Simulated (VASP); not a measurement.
Al8Cu3, 11 atoms in the cell. The cell holds a slab with vacuum, 11 atoms: a = 4.089 Å, b = 4.089 Å, c = 26.686 Å, α = 90.00°, β = 90.00°, γ = 60.00°. 

| Item | Value |
| --- | --- |
| Program | VASP 6.6.1 |
| Task | single point |
| Functional | PBE |
| Potentials or basis | VASP PAW PBE potentials, release 64 (Al, Cu) |
| Cutoff | 520 eV |
| k mesh | 9 × 9 × 1 |
| Occupations | gaussian, width 0.1 eV |
| Spin | no spin polarisation |
| Dipole correction | yes |
| Further INCAR settings | ALGO = Normal; EDIFF = 1e-06; NBANDS = 40 |

Potentials or basis: VASP PAW PBE potentials, release 64 (Al, Cu).

Run with:

```bash
$ cat potpaw_PBE.64/Al/POTCAR potpaw_PBE.64/Cu/POTCAR > POTCAR
$ mpirun -np 1 vasp_std > vasp.out
```

Hardware: 1 thread of AMD EPYC 9R45 96-Core Processor (Zen 5), with other jobs on the host.

Task: Estimate the wall time of this run.

Result: It took 7.1 min on 1 thread of AMD EPYC 9R45 96-Core Processor (Zen 5), with other jobs on the host, peak memory 0.55 GiB. Counts: scf iterations 25, k points 25.
